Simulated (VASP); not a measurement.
# Mn (P6_3/mmc) in VASP: a series of runs

Mn is run at these levels: LDA; tasks: single point.

All numbers are computed with VASP 6.6.1; they aren't measurements. Logs are shortened: lines on timing, memory, paths and dates and some standing lists are left out, and cuts for length are marked.

## 1. The cell of the first run

The structure is hexagonal, space group P6_3/mmc (No. 194). Conventional cell: a = 2.049 Å, b = 2.049 Å, c = 3.288 Å, α = 90.00°, β = 90.00°, γ = 120.00°. Within 2.7 Å of Mn (site symmetry -6m2) lie 12 Mn at 2.03 to 2.05 Å.

This isn't the form of Mn at room conditions, which is a 58-atom cubic cell.

## 2. Single point, LDA, collinear spin, ferromagnetic start

File INCAR:

```
SYSTEM = Mn
  ALGO = Normal
  EDIFF = 1E-6
  ENCUT = 520
  GGA = CA
  ISIF = 2
  ISMEAR = -1
  ISPIN = 2
  LASPH = .TRUE.
  LCHARG = .FALSE.
  LMAXMIX = 4
  LORBIT = 11
  LREAL = .FALSE.
  LWAVE = .FALSE.
  MAGMOM = 3 3
  NBANDS = 24
  NELM = 150
  PREC = Accurate
  SIGMA = 0.1
```

File KPOINTS:

```
k-points
0
G
  21 21 12
  0 0 0
```

File POSCAR:

```
Mn
1.0
    2.0492861049      0.0000000000      0.0000000000
   -1.0246430524      1.7747338265      0.0000000000
    0.0000000000      0.0000000000      3.2875422769
Mn
2
Direct
    0.3333333333      0.6666666667      0.2500000000
    0.6666666667      0.3333333333      0.7500000000
```

Potentials or basis: VASP PAW LDA potentials, release 64 (Mn_pv).

The run is started by

```bash
> cat potpaw_LDA.64/Mn_pv/POTCAR > POTCAR
> mpirun -np 1 vasp_std > vasp.out
```

OUTCAR:

```text
SYSTEM = Mn
   EDIFF = 1E-6
   ENCUT = 520
   GGA = CA
   ISIF = 2
   ISMEAR = -1
   ISPIN = 2
   LASPH = .TRUE.
   LORBIT = 11
   LREAL = .FALSE.
   NELM = 150
   PREC = Accurate

 ion  position               nearest neighbor table
   1  0.333  0.667  0.250-   2 2.03   2 2.03   2 2.03   2 2.03   2 2.03   2 2.03   2 2.88   2 2.88
                             2 2.88   2 2.88   2 2.88   2 2.88
   2  0.667  0.333  0.750-   1 2.03   1 2.03   1 2.03   1 2.03   1 2.03   1 2.03   1 2.88   1 2.88
                             1 2.88   1 2.88   1 2.88   1 2.88

  LATTYP: Found a hexagonal cell.
 ALAT       =     2.0492861049
 C/A-ratio  =     1.6042378217

  Lattice vectors:

 A1 = (   2.0492861049,   0.0000000000,   0.0000000000)
 A2 = (  -1.0246430524,   1.7747338265,   0.0000000000)
 A3 = (   0.0000000000,   0.0000000000,   3.2875422769)

Analysis of symmetry for initial positions (statically):
=====================================================================
 Subroutine PRICEL returns:
 Original cell was already a primitive cell.

 Routine SETGRP: Setting up the symmetry group for a
 hexagonal supercell.

 Subroutine GETGRP returns: Found 24 space group operations
 (whereof 12 operations were pure point group operations)
 out of a pool of 24 trial point group operations.

The static configuration has the point symmetry D_3d.
 The point group associated with its full space group is D_6h.

Analysis of symmetry for dynamics (positions and initial velocities):
=====================================================================
 Subroutine PRICEL returns:
 Original cell was already a primitive cell.

 Routine SETGRP: Setting up the symmetry group for a
 hexagonal supercell.

 Subroutine GETGRP returns: Found 24 space group operations
 (whereof 12 operations were pure point group operations)
 out of a pool of 24 trial point group operations.

The dynamic configuration has the point symmetry D_3d.
 The point group associated with its full space group is D_6h.

Analysis of structural, dynamic, and magnetic symmetry:
=====================================================================
 Subroutine PRICEL returns:
 Original cell was already a primitive cell.

 Routine SETGRP: Setting up the symmetry group for a
 hexagonal supercell.

 Subroutine GETGRP returns: Found 24 space group operations
 (whereof 12 operations were pure point group operations)
 out of a pool of 24 trial point group operations.

The overall configuration has the point symmetry D_3d.
 The point group associated with its full space group is D_6h.

 Subroutine INISYM returns: Found 24 space group operations
 (whereof 12 operations are pure point group operations),
 and found     1 'primitive' translations

----------------------------------------------------------------------------------------

                                     Primitive cell

  volume of cell :      11.9566

  direct lattice vectors                    reciprocal lattice vectors
     2.049286105  0.000000000  0.000000000     0.487974811  0.281732389  0.000000000
    -1.024643052  1.774733826  0.000000000     0.000000000  0.563464777  0.000000000
     0.000000000  0.000000000  3.287542277     0.000000000  0.000000000  0.304178598

  length of vectors
     2.049286105  2.049286105  3.287542277     0.563464777  0.563464777  0.304178598

  position of ions in fractional coordinates (direct lattice)
     0.333333333  0.666666667  0.250000000
     0.666666667  0.333333333  0.750000000

  ion indices of the primitive-cell ions
   primitive index   ion index
                 1           1
                 2           2

----------------------------------------------------------------------------------------

 KPOINTS: k-points

Automatic generation of k-mesh.
 Grid dimensions read from file:
 generate k-points for:   21   21   12

 Generating k-lattice:

  Cartesian coordinates                     Fractional coordinates (reciprocal lattice)
     0.023236896  0.013415828  0.000000000     0.047619048  0.000000000  0.000000000
     0.000000000  0.026831656  0.000000000     0.000000000  0.047619048  0.000000000
     0.000000000  0.000000000  0.025348216     0.000000000  0.000000000  0.083333333

  Length of vectors
     0.026831656  0.026831656  0.025348216

  Shift w.r.t. Gamma in fractional coordinates (k-lattice)
     0.000000000  0.000000000  0.000000000

 Subroutine IBZKPT returns following result:
 ===========================================

 Found    336 irreducible k-points:

 Following reciprocal coordinates:
            Coordinates               Weight
  0.000000  0.000000  0.000000      1.000000
  0.047619  0.000000  0.000000      6.000000
  0.095238 -0.000000  0.000000      6.000000
  0.142857  0.000000  0.000000      6.000000
  0.190476 -0.000000  0.000000      6.000000
  0.238095 -0.000000  0.000000      6.000000
[... 16 lines left out ...]
  0.142857  0.095238  0.000000     12.000000
  0.190476  0.095238  0.000000     12.000000
 [... further k-points ...]
   k-points           NKPTS =    336   k-points in BZ     NKDIM =    336   number of bands    NBANDS=     24
   number of dos      NEDOS =    301   number of ions     NIONS =      2
   total plane-waves  NPLWV =   6144
   dimension x,y,z NGX =    16 NGY =   16 NGZ =   24
   dimension x,y,z NGXF=    32 NGYF=   32 NGZF=   48
   ions per type =               2
   NGX,Y,Z   is equivalent  to a cutoff of  12.98, 12.98, 12.14 a.u.
   NGXF,Y,Z  is equivalent  to a cutoff of  25.96, 25.96, 24.27 a.u.
 SYSTEM =  Mn
   PREC   = accura    normal or accurate (medium, high low for compatibility)
   ISTART =      0    job   : 0-new  1-cont  2-samecut
   ICHARG =      2    charge: 1-file 2-atom 10-const
   ISPIN  =      2    spin polarized calculation?
   LNONCOLLINEAR =      F non collinear calculations
   LSORBIT =      F    spin-orbit coupling
   LASPH  =      T    aspherical Exc in radial PAW
   ENCUT  =  520.0 eV  38.22 Ry    6.18 a.u.   3.81  3.81  6.11*2*pi/ulx,y,z
   NELM   =    150;   NELMIN=  2; NELMDL= -5     # of ELM steps
   EDIFF  = 0.1E-05   stopping-criterion for ELM
   LREAL  =      F    real-space projection
   EDIFFG = 0.1E-04   stopping-criterion for IOM
   NSW    =      0    number of steps for IOM
   IBRION =     -1    ionic relax: 0-MD 1-quasi-New 2-CG
   NFREE  =      0    steps in history (QN), initial steepest desc. (CG)
   ISIF   =      2    stress and relaxation
   ISYM   =      2    0-nonsym 1-usesym 2-fastsym
   POTIM  = 0.5000    time-step for ionic-motion
   TEBEG  =    0.0;   TEEND  =   0.0 temperature during run
   PSTRESS=    0.0 pullay stress
   NELECT =      26.0000    total number of electrons
   NUPDOWN=      -1.0000    fix difference up-down
   EMIN   =  10.00;   EMAX   =-10.00  energy-range for DOS
   EFERMI =   0.00;   METHOD = LEGACY
   ISMEAR =    -1;   SIGMA  =   0.10  broadening in eV -4-tet -1-fermi 0-gaus
   EFERMI_NEDOS =   21; number of points for ismear=-14 and -15
   IALGO  =     38    algorithm
   IMIX   =      4    mixing-type and parameters
     AMIX     =   0.40;   BMIX     =  1.00
     AMIX_MAG =   1.60;   BMIX_MAG =  1.00
  volume/ion in A,a.u.               =       5.98        40.34
  Fermi-wavevector in a.u.,A,eV,Ry     =   2.120949  4.008012 61.204783  4.498425
  Thomas-Fermi vector in A             =   3.105410
   LORBIT       =     11    0 simple, 1 ext, 2 COOP (PROOUT), +10 PAW based schemes
   GGA     = CA    functional components
   LHFCALC =     F    Hartree Fock is set to
   AEXX    =    0.0000 exact exchange contribution
   IVDW    =     0    specifies the selected vdW correction
   LEPSILON=     F    determine dielectric tensor
   LRPA    =     F    only Hartree local field effects (RPA)
 spin polarized calculation
  energy-cutoff  :      520.00
  volume of cell :       11.96
 maximum number of plane-waves:       336
 NGX is ok and might be reduce to    16
   NGX =  7   NGY =  7   NGZ = 13

 number of electron      25.9999980 magnetization       0.0000717

 number of electron      25.9999980 magnetization      -0.0000162

 Free energy of the ion-electron system (eV)
  ---------------------------------------------------
  ext. energy  EPLUGINS =         0.00000000
  ---------------------------------------------------
  free energy    TOTEN  =       -11.79604652 eV

  energy without entropy =      -11.75020513  energy(sigma->0) =      -11.77312583

 E-fermi :  21.3103     XC(G=0): -18.3117

 val. band max:       21.3098739020   @ k =   0.3810   0.2381   0.4167
 cond. band min:      21.3106304428   @ k =   0.4762   0.0476   0.0833
 fundamental gap:      0.0007565408
 Fermi energy:        21.3102864410

 spin component 1

 k-point     1 :       0.0000    0.0000    0.0000
  band No.  band energies     occupation
      1     -29.4511      1.00000
      2     -25.4912      1.00000
      3     -25.4912      1.00000
      4     -24.9227      1.00000
      5     -24.9227      1.00000
      6     -24.8251      1.00000
[... 16 lines left out ...]
     23      51.8046      0.00000
     24      51.9521      0.00000
[... 598 lines left out ...]
      2     -27.1225      1.00000
      3     -26.7494      1.00000
      4     -25.9299      1.00000
      5     -25.2634      1.00000
      6     -25.1814      1.00000
[... 16 lines left out ...]
     23      51.7400      0.00000
     24      52.0094      0.00000

 [... further k-points ...]

 spin component 2

 k-point     1 :       0.0000    0.0000    0.0000
  band No.  band energies     occupation
      1     -29.4511      1.00000
      2     -25.4912      1.00000
      3     -25.4912      1.00000
      4     -24.9227      1.00000
      5     -24.9227      1.00000
      6     -24.8252      1.00000
[... 16 lines left out ...]
     23      51.8045      0.00000
     24      51.9521      0.00000
[... 598 lines left out ...]
      2     -27.1225      1.00000
      3     -26.7494      1.00000
      4     -25.9299      1.00000
      5     -25.2635      1.00000
      6     -25.1814      1.00000
[... 16 lines left out ...]
     23      51.7399      0.00000
     24      52.0093      0.00000

 [... further k-points ...]

------------------------ aborting loop because EDIFF is reached ----------------------------------------

  FORCE on cell =-STRESS in cart. coord.  units (eV):
  Direction    XX          YY          ZZ          XY          YZ          ZX
  --------------------------------------------------------------------------------------
  -------------------------------------------------------------------------------------
  Total       39.3391752     39.3391752     39.5527491      0.0000000      0.0000000     -0.0000000
  in kB     5271.4326684   5271.4326686   5300.0514746      0.0000001      0.0000000     -0.0000000
  external PRESSURE =    5280.9722705 kB  Pullay stress =       0.0000000 kB

 VOLUME and BASIS-vectors are now :
 -----------------------------------------------------------------------------
  energy-cutoff  :      520.00
  volume of cell :       11.96
      direct lattice vectors                 reciprocal lattice vectors
     2.049286105  0.000000000  0.000000000     0.487974811  0.281732389  0.000000000
    -1.024643052  1.774733826  0.000000000     0.000000000  0.563464777  0.000000000
     0.000000000  0.000000000  3.287542277     0.000000000  0.000000000  0.304178598

 POSITION                                       TOTAL-FORCE (eV/Angst)
 -----------------------------------------------------------------------------------
     -0.00000      1.18316      0.82189         0.000000     -0.000000      0.000000
      1.02464      0.59158      2.46566        -0.000000      0.000000      0.000000
 -----------------------------------------------------------------------------------
    total drift:                               -0.000000      0.000000     -0.000000

  FREE ENERGIE OF THE ION-ELECTRON SYSTEM (eV)
  ---------------------------------------------------
  free  energy   TOTEN  =       -11.7960465193 eV

  energy  without entropy=      -11.7502051310  energy(sigma->0) =      -11.77312583

 total charge

# of ion       s       p       d       tot
------------------------------------------
    1        0.730   6.912   6.297  13.939
    2        0.730   6.912   6.297  13.939
--------------------------------------------------
tot          1.460  13.825  12.593  27.878

 magnetization (x)

# of ion       s       p       d       tot
------------------------------------------
    1        0.000   0.000  -0.000  -0.000
    2        0.000   0.000  -0.000  -0.000
--------------------------------------------------
tot          0.000   0.000  -0.000  -0.000
```

It took 92 s on 1 thread of Intel Xeon Platinum 8488C (Sapphire Rapids), shared host; peak memory 0.23 GiB.

Results:

| Item | Value |
| --- | --- |
| Free energy | -11.7960 eV |
| Pressure | 528.1 GPa |
| Band gap on the k mesh | zero (filled and empty bands overlap) |
| Net moment | 0.00 μB per cell |

Levels at points of the mesh, in eV from the Fermi level:
Spin up:
```csv
k point,band 9,band 10,band 11,band 12,band 13,band 14,band 15,band 16,band 17,band 18
"(0.00, 0.00, 0.00)",-2.66,-2.66,-2.48,-1.45,-1.45,-0.39,-0.39,3.27,3.27,3.75
"(0.00, 0.00, 0.50)",-2.84,-2.84,-2.84,-2.84,-2.36,-2.36,2.43,2.43,2.43,2.43
```
Spin down:
| k point | band 10 | band 11 | band 12 | band 13 | band 14 | band 15 | band 16 | band 17 |
| --- | --- | --- | --- | --- | --- | --- | --- | --- |
| (0.00, 0.00, 0.00) | -2.66 | -2.48 | -1.45 | -1.45 | -0.39 | -0.39 | 3.27 | 3.27 |
| (0.00, 0.00, 0.50) | -2.84 | -2.84 | -2.84 | -2.36 | -2.36 | 2.43 | 2.43 | 2.43 |

Caveat: atoms lie so close that the PAW spheres overlap strongly, which falsifies energies and pressures; the cell stands under pressure.

## 3. Single point, LDA, collinear spin, ferromagnetic start

File INCAR:

```
PREC = Accurate ; ENCUT = 520
EDIFF = 1E-6 ; ISMEAR = -1
SIGMA = 0.1 ; LREAL = False
LASPH = True ; NELM = 150
ALGO = Normal ; ISIF = 2
LWAVE = False ; LCHARG = False
ISPIN = 2 ; MAGMOM = 3 3
LORBIT = 11 ; LMAXMIX = 4
NBANDS = 24
```

File KPOINTS:

```
Automatic mesh
0
Gamma
  21 21 12
```

File POSCAR:

```
Mn
1.0
    2.0499103493      0.0000000000      0.0000000000
   -1.0249551746      1.7752744380      0.0000000000
    0.0000000000      0.0000000000      3.2888642021
Mn
2
Direct
    0.3333333333      0.6666666667      0.2500000000
    0.6666666667      0.3333333333      0.7500000000
```

Potentials or basis: VASP PAW LDA potentials, release 64 (Mn_pv).

The run is started by

```bash
> cat potpaw_LDA.64/Mn_pv/POTCAR > POTCAR
> mpirun -np 1 vasp_std > vasp.out
```

OUTCAR:

```text
PREC = Accurate
   ENCUT = 520
   EDIFF = 1E-6
   ISMEAR = -1
   LREAL = False
   LASPH = True
   NELM = 150
   ISIF = 2
   ISPIN = 2
   LORBIT = 11

 ion  position               nearest neighbor table
   1  0.333  0.667  0.250-   2 2.03   2 2.03   2 2.03   2 2.03   2 2.03   2 2.03   2 2.88   2 2.88
                             2 2.88   2 2.88   2 2.88   2 2.88
   2  0.667  0.333  0.750-   1 2.03   1 2.03   1 2.03   1 2.03   1 2.03   1 2.03   1 2.88   1 2.88
                             1 2.88   1 2.88   1 2.88   1 2.88

  LATTYP: Found a hexagonal cell.
 ALAT       =     2.0499103493
 C/A-ratio  =     1.6043941645

  Lattice vectors:

 A1 = (   2.0499103493,   0.0000000000,   0.0000000000)
 A2 = (  -1.0249551746,   1.7752744380,   0.0000000000)
 A3 = (   0.0000000000,   0.0000000000,   3.2888642021)

Analysis of symmetry for initial positions (statically):
=====================================================================
 Subroutine PRICEL returns:
 Original cell was already a primitive cell.

 Routine SETGRP: Setting up the symmetry group for a
 hexagonal supercell.
[... 1492 lines left out ...]
     23      51.7135      0.00000
     24      51.9813      0.00000

 [... further k-points ...]

------------------------ aborting loop because EDIFF is reached ----------------------------------------

  FORCE on cell =-STRESS in cart. coord.  units (eV):
  Direction    XX          YY          ZZ          XY          YZ          ZX
  --------------------------------------------------------------------------------------
  -------------------------------------------------------------------------------------
  Total       39.2227072     39.2227072     39.4243049      0.0000000      0.0000000      0.0000000
  in kB     5250.5142221   5250.5142223   5277.5009213      0.0000001      0.0000000      0.0000000
  external PRESSURE =    5259.5097886 kB  Pullay stress =       0.0000000 kB

 VOLUME and BASIS-vectors are now :
 -----------------------------------------------------------------------------
  energy-cutoff  :      520.00
  volume of cell :       11.97
      direct lattice vectors                 reciprocal lattice vectors
     2.049910349  0.000000000  0.000000000     0.487826212  0.281646595  0.000000000
    -1.024955175  1.775274438  0.000000000     0.000000000  0.563293189  0.000000000
     0.000000000  0.000000000  3.288864202     0.000000000  0.000000000  0.304056336

 POSITION                                       TOTAL-FORCE (eV/Angst)
 -----------------------------------------------------------------------------------
     -0.00000      1.18352      0.82222         0.000000     -0.000000      0.000000
      1.02496      0.59176      2.46665        -0.000000      0.000000      0.000000
 -----------------------------------------------------------------------------------
    total drift:                               -0.000000      0.000000     -0.000000

  FREE ENERGIE OF THE ION-ELECTRON SYSTEM (eV)
  ---------------------------------------------------
  free  energy   TOTEN  =       -11.8358632232 eV

  energy  without entropy=      -11.7899701001  energy(sigma->0) =      -11.81291666

 total charge

# of ion       s       p       d       tot
------------------------------------------
    1        0.730   6.911   6.293  13.934
    2        0.730   6.911   6.293  13.934
--------------------------------------------------
tot          1.459  13.822  12.587  27.869

 magnetization (x)

# of ion       s       p       d       tot
------------------------------------------
    1        0.000   0.000  -0.000  -0.000
    2        0.000   0.000  -0.000  -0.000
--------------------------------------------------
tot          0.000   0.000  -0.000  -0.000
```

OSZICAR:

```text
N       E                     dE             d eps       ncg     rms          rms(c)
DAV:   1     0.217114124810E+03    0.21711E+03   -0.13144E+04 34992   0.169E+03
DAV:   2    -0.260133139268E+01   -0.21972E+03   -0.20759E+03 32512   0.401E+02
DAV:   3    -0.103469036401E+02   -0.77456E+01   -0.77169E+01 35984   0.841E+01
DAV:   4    -0.103811728872E+02   -0.34269E-01   -0.34263E-01 37920   0.549E+00
DAV:   5    -0.103813960653E+02   -0.22318E-03   -0.22316E-03 36992   0.452E-01    0.518E+01
DAV:   6    -0.119596113332E+02   -0.15782E+01   -0.11172E+00 42408   0.155E+01    0.202E+01
DAV:   7    -0.118145746746E+02    0.14504E+00   -0.22316E-01 40088   0.588E+00    0.104E+01
DAV:   8    -0.118421706453E+02   -0.27596E-01   -0.16521E-02 37408   0.169E+00    0.356E+00
DAV:   9    -0.118350645935E+02    0.71061E-02   -0.88642E-03 39328   0.125E+00    0.971E-01
DAV:  10    -0.118357947512E+02   -0.73016E-03   -0.14054E-03 38424   0.451E-01    0.128E-01
DAV:  11    -0.118358679501E+02   -0.73199E-04   -0.50752E-05 38952   0.747E-02    0.423E-02
DAV:  12    -0.118358667500E+02    0.12001E-05   -0.15363E-06 34056   0.142E-02    0.239E-02
DAV:  13    -0.118358633860E+02    0.33640E-05   -0.48041E-07 29848   0.910E-03    0.385E-03
DAV:  14    -0.118358632232E+02    0.16285E-06   -0.11738E-07 25456   0.370E-03
   1 F= -.11835863E+02 E0= -.11812917E+02  d E =-.458931E-01  mag=     0.0000
```

Run time: 1.7 min. Hardware: 1 thread of Intel Xeon Platinum 8488C (Sapphire Rapids), shared host; peak memory 0.23 GiB.

What came out:

```yaml
Free_energy: -11.8359 eV
Pressure: 526.0 GPa
Band_gap_on_the_k_mesh: zero (filled and empty bands overlap)
Net_moment: 0.00 μB per cell
```

Stress tensor (GPa, compression positive):
```
525.05   0.00   0.00
  0.00 525.05   0.00
  0.00   0.00 527.75
```

Caveat: atoms lie so close that the PAW spheres overlap strongly, which falsifies energies and pressures; the cell stands under pressure.
